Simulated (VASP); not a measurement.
# CuI (F-43m) in VASP: settings compared, part 2 of 3

VASP 6.6.1. The steps go on from the part before.

## (3) Single point, r2SCAN

This run uses another cell than the first one, of 27.33 Å³/atom.

The input, POSCAR:

```
CuI
1.0
    0.0000000000      3.0120290779      3.0120290779
    3.0120290779      0.0000000000      3.0120290779
    3.0120290779      3.0120290779      0.0000000000
Cu I
1 1
Direct
    0.0000000000      0.0000000000      0.0000000000
    0.2500000000      0.2500000000      0.2500000000
```

The input, INCAR.step1:

```
SYSTEM = CuI
PREC = Accurate
ENCUT = 520
ISMEAR = -1
SIGMA = 0.02
LREAL = .False.
LASPH = .True.
NELM = 60
NBANDS = 16
GGA = PE
ALGO = Normal
EDIFF = 1E-4
LWAVE = .True.
LCHARG = .False.
```

The input, INCAR.step2:

```
SYSTEM = CuI
PREC = Accurate
ENCUT = 520
EDIFF = 1E-7
ISMEAR = -1
SIGMA = 0.02
LREAL = .False.
LASPH = .True.
NELM = 60
ALGO = Normal
ISIF = 2
LWAVE = .False.
LCHARG = .True.
METAGGA = R2SCAN
LMIXTAU = .True.
LELF = .True.
LVHAR = .True.
NBANDS = 16
ISTART = 1
```

The input, KPOINTS:

```
regular mesh
0
Gamma
  6 6 6
  0 0 0
```

Potentials or basis: VASP PAW PBE potentials, release 64 (Cu, I).

Command:

```console
$ cat potpaw_PBE.64/Cu/POTCAR potpaw_PBE.64/I/POTCAR > POTCAR
$ cp INCAR.step1 INCAR
$ mpirun -np 1 vasp_std > vasp.out
$ cp INCAR.step2 INCAR
$ mpirun -np 1 vasp_std > vasp.out
```

OUTCAR:

```text
SYSTEM = CuI
   PREC = Accurate
   ENCUT = 520
   EDIFF = 1E-7
   ISMEAR = -1
   LREAL = .False.
   LASPH = .True.
   NELM = 60
   ISIF = 2
   METAGGA = R2SCAN
   ISTART = 1

 ion  position               nearest neighbor table
   1  0.000  0.000  0.000-   2 2.61   2 2.61   2 2.61   2 2.61
   2  0.250  0.250  0.250-   1 2.61   1 2.61   1 2.61   1 2.61

  LATTYP: Found a face centered cubic cell.
 ALAT       =     6.0240581558

  Lattice vectors:

 A1 = (   0.0000000000,   3.0120290779,   3.0120290779)
 A2 = (   3.0120290779,   0.0000000000,   3.0120290779)
 A3 = (   3.0120290779,   3.0120290779,   0.0000000000)

Analysis of symmetry for initial positions (statically):
=====================================================================
 Subroutine PRICEL returns:
 Original cell was already a primitive cell.

 Routine SETGRP: Setting up the symmetry group for a
 face centered cubic supercell.

 Subroutine GETGRP returns: Found 24 space group operations
 (whereof 24 operations were pure point group operations)
 out of a pool of 48 trial point group operations.

The static configuration has the point symmetry T_d .

Analysis of symmetry for dynamics (positions and initial velocities):
=====================================================================
 Subroutine PRICEL returns:
 Original cell was already a primitive cell.

 Routine SETGRP: Setting up the symmetry group for a
 face centered cubic supercell.

 Subroutine GETGRP returns: Found 24 space group operations
 (whereof 24 operations were pure point group operations)
 out of a pool of 48 trial point group operations.

The dynamic configuration has the point symmetry T_d .

 Subroutine INISYM returns: Found 24 space group operations
 (whereof 24 operations are pure point group operations),
 and found     1 'primitive' translations

----------------------------------------------------------------------------------------

                                     Primitive cell

  volume of cell :      54.6522

  direct lattice vectors                    reciprocal lattice vectors
     0.000000000  3.012029078  3.012029078    -0.166001053  0.166001053  0.166001053
     3.012029078  0.000000000  3.012029078     0.166001053 -0.166001053  0.166001053
     3.012029078  3.012029078  0.000000000     0.166001053  0.166001053 -0.166001053

  length of vectors
     4.259652372  4.259652372  4.259652372     0.287522259  0.287522259  0.287522259

  position of ions in fractional coordinates (direct lattice)
     0.000000000  0.000000000  0.000000000
     0.250000000  0.250000000  0.250000000

  ion indices of the primitive-cell ions
   primitive index   ion index
                 1           1
                 2           2

----------------------------------------------------------------------------------------

 KPOINTS: regular mesh

Automatic generation of k-mesh.
 Grid dimensions read from file:
 generate k-points for:    6    6    6

 Generating k-lattice:

  Cartesian coordinates                     Fractional coordinates (reciprocal lattice)
    -0.027666842  0.027666842  0.027666842     0.166666667  0.000000000  0.000000000
     0.027666842 -0.027666842  0.027666842     0.000000000  0.166666667  0.000000000
     0.027666842  0.027666842 -0.027666842     0.000000000  0.000000000  0.166666667

  Length of vectors
     0.047920376  0.047920376  0.047920376

  Shift w.r.t. Gamma in fractional coordinates (k-lattice)
     0.000000000  0.000000000  0.000000000

 Subroutine IBZKPT returns following result:
 ===========================================

 Found     16 irreducible k-points:

 Following reciprocal coordinates:
            Coordinates               Weight
  0.000000  0.000000  0.000000      1.000000
  0.166667  0.000000  0.000000      8.000000
  0.333333  0.000000  0.000000      8.000000
  0.500000  0.000000  0.000000      4.000000
  0.166667  0.166667  0.000000      6.000000
  0.333333  0.166667  0.000000     24.000000
[... 8 lines left out ...]
 -0.333333  0.333333  0.166667     24.000000
 -0.333333  0.500000  0.166667     12.000000
   k-points           NKPTS =     16   k-points in BZ     NKDIM =     16   number of bands    NBANDS=     16
   number of dos      NEDOS =    301   number of ions     NIONS =      2
   total plane-waves  NPLWV =  32768
   dimension x,y,z NGX =    32 NGY =   32 NGZ =   32
   dimension x,y,z NGXF=    64 NGYF=   64 NGZF=   64
   ions per type =               1   1
   NGX,Y,Z   is equivalent  to a cutoff of  12.49, 12.49, 12.49 a.u.
   NGXF,Y,Z  is equivalent  to a cutoff of  24.98, 24.98, 24.98 a.u.
 SYSTEM =  CuI
   PREC   = accura    normal or accurate (medium, high low for compatibility)
   ISTART =      1    job   : 0-new  1-cont  2-samecut
   ICHARG =      0    charge: 1-file 2-atom 10-const
   ISPIN  =      1    spin polarized calculation?
   LNONCOLLINEAR =      F non collinear calculations
   LSORBIT =      F    spin-orbit coupling
   LASPH  =      T    aspherical Exc in radial PAW
   ENCUT  =  520.0 eV  38.22 Ry    6.18 a.u.   7.92  7.92  7.92*2*pi/ulx,y,z
   NELM   =     60;   NELMIN=  2; NELMDL=  0     # of ELM steps
   EDIFF  = 0.1E-06   stopping-criterion for ELM
   LREAL  =      F    real-space projection
   EDIFFG = 0.1E-05   stopping-criterion for IOM
   NSW    =      0    number of steps for IOM
   IBRION =     -1    ionic relax: 0-MD 1-quasi-New 2-CG
   NFREE  =      0    steps in history (QN), initial steepest desc. (CG)
   ISIF   =      2    stress and relaxation
   ISYM   =      2    0-nonsym 1-usesym 2-fastsym
   POTIM  = 0.5000    time-step for ionic-motion
   TEBEG  =    0.0;   TEEND  =   0.0 temperature during run
   PSTRESS=    0.0 pullay stress
   NELECT =      18.0000    total number of electrons
   NUPDOWN=      -1.0000    fix difference up-down
   EMIN   =  10.00;   EMAX   =-10.00  energy-range for DOS
   EFERMI =   0.00;   METHOD = LEGACY
   ISMEAR =    -1;   SIGMA  =   0.02  broadening in eV -4-tet -1-fermi 0-gaus
   EFERMI_NEDOS =   21; number of points for ismear=-14 and -15
   IALGO  =     38    algorithm
   IMIX   =      4    mixing-type and parameters
     AMIX     =   0.40;   BMIX     =  1.00
     AMIX_MAG =   1.60;   BMIX_MAG =  1.00
  volume/ion in A,a.u.               =      27.33       184.41
  Fermi-wavevector in a.u.,A,eV,Ry     =   1.130568  2.136463 17.390735  1.278183
  Thomas-Fermi vector in A             =   2.267264
   LORBIT       =      0    0 simple, 1 ext, 2 COOP (PROOUT), +10 PAW based schemes
   METAGGA = R2SCAN    functional components
   LHFCALC =     F    Hartree Fock is set to
   AEXX    =    0.0000 exact exchange contribution
   IVDW    =     0    specifies the selected vdW correction
   LEPSILON=     F    determine dielectric tensor
   LRPA    =     F    only Hartree local field effects (RPA)
 non-spin polarized calculation
  energy-cutoff  :      520.00
  volume of cell :       54.65
 maximum number of plane-waves:      1488
   NGX = 15   NGY = 15   NGZ = 15

 number of electron      18.0000016 magnetization

 Free energy of the ion-electron system (eV)
  ---------------------------------------------------
  ext. energy  EPLUGINS =         0.00000000
  ---------------------------------------------------
  free energy    TOTEN  =       -35.79373968 eV

  energy without entropy =      -35.79373968  energy(sigma->0) =      -35.79373968

 E-fermi :   4.9539     XC(G=0):  -9.5448

 val. band max:        4.4708846255   @ k =   0.0000   0.0000   0.0000
 cond. band min:       6.1421527460   @ k =   0.0000   0.0000   0.0000
 fundamental gap:      1.6712681205
 Fermi energy:         4.9538885388

 k-point     1 :       0.0000    0.0000    0.0000
  band No.  band energies     occupation
      1     -10.1591      2.00000
      2       0.5819      2.00000
      3       0.5820      2.00000
      4       0.5820      2.00000
      5       2.5551      2.00000
      6       2.5551      2.00000
[... 8 lines left out ...]
     15      14.5011      0.00000
     16      14.5011      0.00000
[... 267 lines left out ...]
 k-point    16 :      -0.3333    0.5000    0.1667
  band No.  band energies     occupation
      1      -9.3382      2.00000
      2      -1.1103      2.00000
      3      -0.0959      2.00000
      4       0.3781      2.00000
      5       2.4929      2.00000
      6       2.5014      2.00000
[... 8 lines left out ...]
     15      16.5793      0.00000
     16      17.2497      0.00000

------------------------ aborting loop because EDIFF is reached ----------------------------------------

  FORCE on cell =-STRESS in cart. coord.  units (eV):
  Direction    XX          YY          ZZ          XY          YZ          ZX
  --------------------------------------------------------------------------------------
  -------------------------------------------------------------------------------------
  Total       -0.0140355     -0.0140355     -0.0140355      0.0000000      0.0000000      0.0000000
  in kB       -0.4114637     -0.4114637     -0.4114637      0.0000000      0.0000000      0.0000000
  external PRESSURE =      -0.4114637 kB  Pullay stress =       0.0000000 kB

 VOLUME and BASIS-vectors are now :
 -----------------------------------------------------------------------------
  energy-cutoff  :      520.00
  volume of cell :       54.65
      direct lattice vectors                 reciprocal lattice vectors
     0.000000000  3.012029078  3.012029078    -0.166001053  0.166001053  0.166001053
     3.012029078  0.000000000  3.012029078     0.166001053 -0.166001053  0.166001053
     3.012029078  3.012029078  0.000000000     0.166001053  0.166001053 -0.166001053

 POSITION                                       TOTAL-FORCE (eV/Angst)
 -----------------------------------------------------------------------------------
      0.00000      0.00000      0.00000        -0.000000     -0.000000     -0.000000
      1.50601      1.50601      1.50601         0.000000      0.000000      0.000000
 -----------------------------------------------------------------------------------
    total drift:                                0.000010      0.000010      0.000010

  FREE ENERGIE OF THE ION-ELECTRON SYSTEM (eV)
  ---------------------------------------------------
  free  energy   TOTEN  =       -35.7937396833 eV

  energy  without entropy=      -35.7937396833  energy(sigma->0) =      -35.79373968
```

Run time: 29 s. Hardware: 1 thread of Intel Xeon 6975P-C (Granite Rapids), shared host; peak memory 0.19 GiB.

Results:

```yaml
Free_energy: -35.7937 eV
Pressure: 0.0 GPa
Band_gap_on_the_k_mesh: 1.67 eV
```

Levels at points of the mesh, in eV from the valence-band top:
| k point | band 7 | band 8 | band 9 | band 10 | band 11 | band 12 |
| --- | --- | --- | --- | --- | --- | --- |
| (0.00, 0.00, 0.00) | 0.00 | 0.00 | 0.00 | 1.67 | 5.22 | 5.22 |
| (0.50, 0.00, 0.00) | -1.85 | -0.74 | -0.74 | 2.57 | 5.73 | 5.73 |
| (0.50, 0.50, 0.00) | -1.82 | -1.57 | -1.57 | 2.90 | 3.17 | 9.94 |

Caveat: the PAW data sets were made with another functional, which shifts forces and pressure a little; spin-orbit coupling is left out, which moves the levels of the heavy elements.

## (4) Single point, PBE

This run uses another cell than the first one, of 27.33 Å³/atom.

The input, INCAR:

```
SYSTEM = CuI
PREC     = Accurate       ! precision mode
ENCUT    = 520            ! plane-wave cutoff, eV
EDIFF    = 1E-7           ! SCF threshold, eV
ISMEAR   = -1             ! smearing method
SIGMA    = 0.02           ! smearing width, eV
LREAL    = .FALSE.        ! projectors in reciprocal space
LASPH    = .TRUE.         ! aspherical terms in the spheres
NELM     = 80             ! most SCF steps
ALGO     = Normal         ! electronic algorithm
ISIF     = 2              ! what is computed and relaxed
LWAVE    = .FALSE.        ! write WAVECAR
LCHARG   = .TRUE.         ! write CHGCAR
GGA      = PE             ! functional
LELF     = .TRUE.         ! ELF
LVHAR    = .TRUE.       
NBANDS   = 16             ! bands
```

The input, KPOINTS:

```
Automatic mesh
0
G
  8 8 8
  0 0 0
```

POSCAR is that of step 3.

Command:

```console
$ cat potpaw_PBE.64/Cu/POTCAR potpaw_PBE.64/I/POTCAR > POTCAR
$ mpirun -np 1 vasp_std > vasp.out
```

Run time: 11 s. Hardware: 1 thread of Intel Xeon 6975P-C (Granite Rapids), shared host; peak memory 0.18 GiB.

Results (log left out):

```
Free energy            : -5.5568 eV
Pressure               : 1.2 GPa
Band gap on the k mesh : 1.20 eV
```

Levels at points of the mesh, in eV from the valence-band top:
```
           k point  band 7  band 8  band 9  band 10  band 11  band 12
(0.00, 0.00, 0.00)    0.00    0.00    0.00     1.20     4.85     4.85
(0.50, 0.00, 0.00)   -1.86   -0.74   -0.74     2.17     5.39     5.39
(0.50, 0.50, 0.00)   -1.84   -1.56   -1.56     2.68     2.90     9.32
```

Caveat: spin-orbit coupling is left out, which moves the levels of the heavy elements.

(Part 2 of 3 ends here.)
